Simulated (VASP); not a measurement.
Write the native input for VASP 6.6.1 that does the following.

```yaml
Task: single point
Functional: r2SCAN
Potentials_or_basis: VASP PAW PBE potentials, release 64 (Zn, O)
Cutoff: 520 eV
k_mesh: 14 × 14 × 14
Occupations: gaussian, width 0.05 eV
Spin: no spin polarisation
Dipole_correction: no
Further_INCAR_settings: ALGO = Normal; EDIFF = 1e-06; NBANDS = 16
```

Crystal: ZnO.

```xyz
2
Lattice="0.0000 2.2000 2.2000 2.2000 0.0000 2.2000 2.2000 2.2000 0.0000" Properties=species:S:1:pos:R:3 pbc="T T T"
Zn    0.0000    0.0000    0.0000
O     2.2000    2.2000    2.2000
```

This cell differs from its parent crystal: functional r2SCAN, strained.

The input as run:

POSCAR

```
ZnO
1.0
    0.0000000000      2.1999660489      2.1999660489
    2.1999660489      0.0000000000      2.1999660489
    2.1999660489      2.1999660489      0.0000000000
Zn O
1 1
Direct
    0.0000000000      0.0000000000      0.0000000000
    0.5000000000      0.5000000000      0.5000000000
```

INCAR.step1

```
SYSTEM = ZnO
PREC = Accurate
ENCUT = 520
ISMEAR = 0
SIGMA = 0.05
LREAL = .FALSE.
LASPH = .TRUE.
NELM = 80
NBANDS = 16
GGA = PE
ALGO = Normal
EDIFF = 1E-4
LWAVE = .TRUE.
LCHARG = .FALSE.
```

INCAR.step2

```
SYSTEM = ZnO
PREC = Accurate
ENCUT = 520
EDIFF = 1E-6
ISMEAR = 0
SIGMA = 0.05
LREAL = .FALSE.
LASPH = .TRUE.
NELM = 80
ALGO = Normal
ISIF = 2
LWAVE = .FALSE.
LCHARG = .TRUE.
METAGGA = R2SCAN
LMIXTAU = .TRUE.
LELF = .TRUE.
LVHAR = .TRUE.
NBANDS = 16
ISTART = 1
```

KPOINTS

```
regular mesh
0
G
  14 14 14
  0 0 0
```

Potentials or basis: VASP PAW PBE potentials, release 64 (Zn, O).

Command:

```bash
$ cat potpaw_PBE.64/Zn/POTCAR potpaw_PBE.64/O/POTCAR > POTCAR
$ cp INCAR.step1 INCAR
$ mpirun -np 1 vasp_std > vasp.out
$ cp INCAR.step2 INCAR
$ mpirun -np 1 vasp_std > vasp.out
```

It gave:

```yaml
Pressure: -13.5 GPa
Band_gap_on_the_k_mesh: 1.12 eV, indirect (least direct gap 2.22 eV)
```

Caveat: the cell differs from its parent crystal (functional r2SCAN, strained); the PAW data sets were made with another functional, which shifts forces and pressure a little.

It took 74 s on 1 thread of AMD EPYC 9R45 96-Core Processor (Zen 5) (shared host), peak memory 0.14 GiB.
